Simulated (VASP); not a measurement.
# InP (F-43m) in VASP: single point with PBE

Aim: the single point of InP with PBE.

Program: VASP 6.6.1. These are calculated values, not measurements. Logs are shortened: lines on timing, memory, paths and dates and some standing lists are left out, and cuts for length are marked.

## (1) The cell of the first run

It takes space group F-43m (No. 216, cubic). The conventional cell has a = 5.861 Å, b = 5.861 Å, c = 5.861 Å, α = 90.00°, β = 90.00°, γ = 90.00°. Within 3.3 Å of In (site symmetry -43m) lie 4 P at 2.54 Å. P (site symmetry -43m) has 4 In at 2.54 Å within 3.3 Å.

## (2) Single point, PBE

File INCAR:

```
SYSTEM = InP
  PREC = Accurate
  ENCUT = 520
  EDIFF = 1E-6
  ISMEAR = 0
  SIGMA = 0.01
  LREAL = .FALSE.
  LASPH = .TRUE.
  NELM = 80
  ALGO = Normal
  ISIF = 2
  LWAVE = .FALSE.
  LCHARG = .TRUE.
  GGA = PE
  LELF = .TRUE.
  LVHAR = .TRUE.
  NBANDS = 16
```

File KPOINTS:

```
regular mesh
0
G
  6 6 6
  0 0 0
```

File POSCAR:

```
InP
1.0
    0.0000000000      2.9305000000      2.9305000000
    2.9305000000      0.0000000000      2.9305000000
    2.9305000000      2.9305000000      0.0000000000
In P
1 1
Direct
    0.0000000000      0.0000000000      0.0000000000
    0.2500000000      0.2500000000      0.2500000000
```

Potentials or basis: VASP PAW PBE potentials, release 64 (In_d, P).

The run is started by

```
> cat potpaw_PBE.64/In_d/POTCAR potpaw_PBE.64/P/POTCAR > POTCAR
> mpirun -np 1 vasp_std > vasp.out
```

OUTCAR:

```text
SYSTEM = InP
   PREC = Accurate
   ENCUT = 520
   EDIFF = 1E-6
   ISMEAR = 0
   LREAL = .FALSE.
   LASPH = .TRUE.
   NELM = 80
   ISIF = 2
   GGA = PE

 ion  position               nearest neighbor table
   1  0.000  0.000  0.000-   2 2.54   2 2.54   2 2.54   2 2.54
   2  0.250  0.250  0.250-   1 2.54   1 2.54   1 2.54   1 2.54

  LATTYP: Found a face centered cubic cell.
 ALAT       =     5.8610000000

  Lattice vectors:

 A1 = (   0.0000000000,   2.9305000000,   2.9305000000)
 A2 = (   2.9305000000,   0.0000000000,   2.9305000000)
 A3 = (   2.9305000000,   2.9305000000,   0.0000000000)

Analysis of symmetry for initial positions (statically):
=====================================================================
 Subroutine PRICEL returns:
 Original cell was already a primitive cell.

 Routine SETGRP: Setting up the symmetry group for a
 face centered cubic supercell.

 Subroutine GETGRP returns: Found 24 space group operations
 (whereof 24 operations were pure point group operations)
 out of a pool of 48 trial point group operations.

The static configuration has the point symmetry T_d .

Analysis of symmetry for dynamics (positions and initial velocities):
=====================================================================
 Subroutine PRICEL returns:
 Original cell was already a primitive cell.

 Routine SETGRP: Setting up the symmetry group for a
 face centered cubic supercell.

 Subroutine GETGRP returns: Found 24 space group operations
 (whereof 24 operations were pure point group operations)
 out of a pool of 48 trial point group operations.

The dynamic configuration has the point symmetry T_d .

 Subroutine INISYM returns: Found 24 space group operations
 (whereof 24 operations are pure point group operations),
 and found     1 'primitive' translations

----------------------------------------------------------------------------------------

                                     Primitive cell

  volume of cell :      50.3333

  direct lattice vectors                    reciprocal lattice vectors
     0.000000000  2.930500000  2.930500000    -0.170619348  0.170619348  0.170619348
     2.930500000  0.000000000  2.930500000     0.170619348 -0.170619348  0.170619348
     2.930500000  2.930500000  0.000000000     0.170619348  0.170619348 -0.170619348

  length of vectors
     4.144352845  4.144352845  4.144352845     0.295521380  0.295521380  0.295521380

[... 70 lines left out ...]
   NELM   =     80;   NELMIN=  2; NELMDL= -5     # of ELM steps
   EDIFF  = 0.1E-05   stopping-criterion for ELM
   LREAL  =      F    real-space projection
   EDIFFG = 0.1E-04   stopping-criterion for IOM
   NSW    =      0    number of steps for IOM
   IBRION =     -1    ionic relax: 0-MD 1-quasi-New 2-CG
   NFREE  =      0    steps in history (QN), initial steepest desc. (CG)
   ISIF   =      2    stress and relaxation
   ISYM   =      2    0-nonsym 1-usesym 2-fastsym
   POTIM  = 0.5000    time-step for ionic-motion
   TEBEG  =    0.0;   TEEND  =   0.0 temperature during run
   PSTRESS=    0.0 pullay stress
   NELECT =      18.0000    total number of electrons
   NUPDOWN=      -1.0000    fix difference up-down
   EMIN   =  10.00;   EMAX   =-10.00  energy-range for DOS
   EFERMI =   0.00;   METHOD = LEGACY
   ISMEAR =     0;   SIGMA  =   0.01  broadening in eV -4-tet -1-fermi 0-gaus
   EFERMI_NEDOS =   21; number of points for ismear=-14 and -15
   IALGO  =     38    algorithm
   IMIX   =      4    mixing-type and parameters
     AMIX     =   0.40;   BMIX     =  1.00
     AMIX_MAG =   1.60;   BMIX_MAG =  1.00
  volume/ion in A,a.u.               =      25.17       169.83
  Fermi-wavevector in a.u.,A,eV,Ry     =   1.162021  2.195901 18.371846  1.350293
  Thomas-Fermi vector in A             =   2.298587
   LORBIT       =      0    0 simple, 1 ext, 2 COOP (PROOUT), +10 PAW based schemes
   GGA     = PE    functional components
   LHFCALC =     F    Hartree Fock is set to
   AEXX    =    0.0000 exact exchange contribution
   IVDW    =     0    specifies the selected vdW correction
   LEPSILON=     F    determine dielectric tensor
   LRPA    =     F    only Hartree local field effects (RPA)
 non-spin polarized calculation
 Gauss-broadening in eV      SIGMA  =   0.01
  energy-cutoff  :      520.00
  volume of cell :       50.33
 maximum number of plane-waves:      1380
   NGX = 15   NGY = 15   NGZ = 15

 number of electron      18.0000005 magnetization

 Free energy of the ion-electron system (eV)
  ---------------------------------------------------
  ext. energy  EPLUGINS =         0.00000000
  ---------------------------------------------------
  free energy    TOTEN  =        -8.37009015 eV

  energy without entropy =       -8.37009015  energy(sigma->0) =       -8.37009015

 E-fermi :   5.3142     XC(G=0):  -9.2805

 val. band max:        5.1949517180   @ k =   0.0000   0.0000   0.0000
 cond. band min:       5.9049719997   @ k =   0.0000   0.0000   0.0000
 fundamental gap:      0.7100202816
 Fermi energy:         5.3141903860

 k-point     1 :       0.0000    0.0000    0.0000
  band No.  band energies     occupation
      1      -8.9980      2.00000
      2      -8.9980      2.00000
      3      -8.9980      2.00000
      4      -8.8462      2.00000
      5      -8.8462      2.00000
      6      -6.3231      2.00000
[... 281 lines left out ...]
      3      -8.9015      2.00000
      4      -8.8745      2.00000
      5      -8.8243      2.00000
      6      -3.8847      2.00000
[... 8 lines left out ...]
     15      16.4504      0.00000
     16      17.1577      0.00000

------------------------ aborting loop because EDIFF is reached ----------------------------------------

  FORCE on cell =-STRESS in cart. coord.  units (eV):
  Direction    XX          YY          ZZ          XY          YZ          ZX
  --------------------------------------------------------------------------------------
  -------------------------------------------------------------------------------------
  Total        1.0295386      1.0295386      1.0295386      0.0000000      0.0000000     -0.0000000
  in kB       32.7716293     32.7716293     32.7716293      0.0000000      0.0000000     -0.0000000
  external PRESSURE =      32.7716293 kB  Pullay stress =       0.0000000 kB

 VOLUME and BASIS-vectors are now :
 -----------------------------------------------------------------------------
  energy-cutoff  :      520.00
  volume of cell :       50.33
      direct lattice vectors                 reciprocal lattice vectors
     0.000000000  2.930500000  2.930500000    -0.170619348  0.170619348  0.170619348
     2.930500000  0.000000000  2.930500000     0.170619348 -0.170619348  0.170619348
     2.930500000  2.930500000  0.000000000     0.170619348  0.170619348 -0.170619348

 POSITION                                       TOTAL-FORCE (eV/Angst)
 -----------------------------------------------------------------------------------
      0.00000      0.00000      0.00000         0.000000      0.000000     -0.000000
      1.46525      1.46525      1.46525        -0.000000     -0.000000      0.000000
 -----------------------------------------------------------------------------------
    total drift:                               -0.000000     -0.000000     -0.000000

  FREE ENERGIE OF THE ION-ELECTRON SYSTEM (eV)
  ---------------------------------------------------
  free  energy   TOTEN  =        -8.3700901461 eV

  energy  without entropy=       -8.3700901461  energy(sigma->0) =       -8.37009015
```

OSZICAR:

```text
N       E                     dE             d eps       ncg     rms          rms(c)
DAV:   1     0.109790098164E+03    0.10979E+03   -0.84792E+03   512   0.127E+03
DAV:   2    -0.143805577241E+01   -0.11123E+03   -0.10691E+03   568   0.287E+02
DAV:   3    -0.860865664622E+01   -0.71706E+01   -0.71351E+01   648   0.739E+01
DAV:   4    -0.878847101113E+01   -0.17981E+00   -0.17974E+00   688   0.126E+01
DAV:   5    -0.879680797190E+01   -0.83370E-02   -0.83368E-02   712   0.238E+00    0.569E+00
DAV:   6    -0.839891557485E+01    0.39789E+00   -0.62331E-01   808   0.129E+01    0.341E+00
DAV:   7    -0.836872292533E+01    0.30193E-01   -0.16123E-01   736   0.322E+00    0.126E+00
DAV:   8    -0.836922040765E+01   -0.49748E-03   -0.16022E-02   664   0.148E+00    0.325E-01
DAV:   9    -0.836985553954E+01   -0.63513E-03   -0.12881E-03   640   0.373E-01    0.152E-01
DAV:  10    -0.837001327854E+01   -0.15774E-03   -0.25271E-04   760   0.220E-01    0.987E-02
DAV:  11    -0.837009092884E+01   -0.77650E-04   -0.12274E-04   576   0.998E-02    0.426E-02
DAV:  12    -0.837009014614E+01    0.78270E-06   -0.77167E-06   592   0.254E-02
   1 F= -.83700901E+01 E0= -.83700901E+01  d E =-.140144E-65
```

stdout:

```text
POSCAR found type information on POSCAR InP
 POSCAR found :  2 types and       2 ions
 scaLAPACK will be used
 LDA part: xc-table for (Slater+PW92), standard interpolation
 POSCAR, INCAR and KPOINTS ok, starting setup
 FFT: planning ... GRIDC
 FFT: planning ... GRID_SOFT
 FFT: planning ... GRID
 WAVECAR not read
 entering main loop
```

Wall time 7 s (1 thread of Intel Xeon Platinum 8488C (Sapphire Rapids), shared host); peak memory 0.17 GiB.

What came out:

```
Free energy            : -8.3701 eV
Pressure               : 3.3 GPa
Band gap on the k mesh : 0.71 eV, direct
```

Levels at points of the mesh, in eV from the valence-band top:
| k point | band 6 | band 7 | band 8 | band 9 | band 10 | band 11 | band 12 | band 13 |
| --- | --- | --- | --- | --- | --- | --- | --- | --- |
| (0.00, 0.00, 0.00) | -11.52 | 0.00 | 0.00 | 0.00 | 0.71 | 4.09 | 4.09 | 4.09 |
| (0.50, 0.00, 0.00) | -9.79 | -5.73 | -0.97 | -0.97 | 1.50 | 4.81 | 4.81 | 7.10 |
| (0.50, 0.50, 0.00) | -9.14 | -5.75 | -2.32 | -2.32 | 1.76 | 2.27 | 9.21 | 9.59 |

Caveat: spin-orbit coupling is left out, which moves the levels of the heavy elements. PBE gaps usually lie below the measured ones, often by a third to a half.
